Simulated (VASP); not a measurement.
Input of a VASP 6.6.1 run:

Contents of INCAR:

```
PREC = Accurate
ENCUT = 520
EDIFF = 1E-6
ISMEAR = 0
SIGMA = 0.15
LREAL = False
LASPH = True
NELM = 80
ALGO = Fast
ISIF = 2
LWAVE = False
LCHARG = False
GGA = PS
NBANDS = 34
```

Contents of KPOINTS:

```
Automatic mesh
0
Gamma
  20 20 7
```

Contents of POSCAR:

```
AlRu
1.0
    0.0000000000     -2.9764078218      0.0000000000
    0.0000000000      0.0000000000     -2.9764078218
    9.4292234653      0.0000000000      0.0000000000
Al Ru
3 3
Direct
    0.0000000000      0.0000000000      0.2367275581
    0.0000000000      0.0000000000      0.5523853461
    0.0000000000      0.0000000000      0.8680431342
    0.5000000000      0.5000000000      0.0788986641
    0.5000000000      0.5000000000      0.3945564521
    0.5000000000      0.5000000000      0.7102142401
```

Potentials or basis: VASP PAW PBE potentials, release 64 (Al, Ru_pv).

Launch:

```bash
$ cat potpaw_PBE.64/Al/POTCAR potpaw_PBE.64/Ru_pv/POTCAR > POTCAR
$ mpirun -np 1 vasp_std > vasp.out
```

Question: What does it give for the largest force?

Answer: 1.574 eV/Å.

Question: Predict the band gap on the k mesh.

Answer: Zero (an odd number of electrons rules out a gap without spin polarisation).

Question: What does it give for the pressure?

Answer: -7.1 GPa.

Stress tensor (GPa, compression positive):
```
-11.78   0.00   0.00
  0.00  -4.82   0.00
  0.00   0.00  -4.82
```

Caveat: the cell differs from its parent crystal (the distance across one plane changed); the stress differs along the axes, from -12 to -5 GPa; the PAW data sets were made with another functional, which shifts forces and pressure a little.
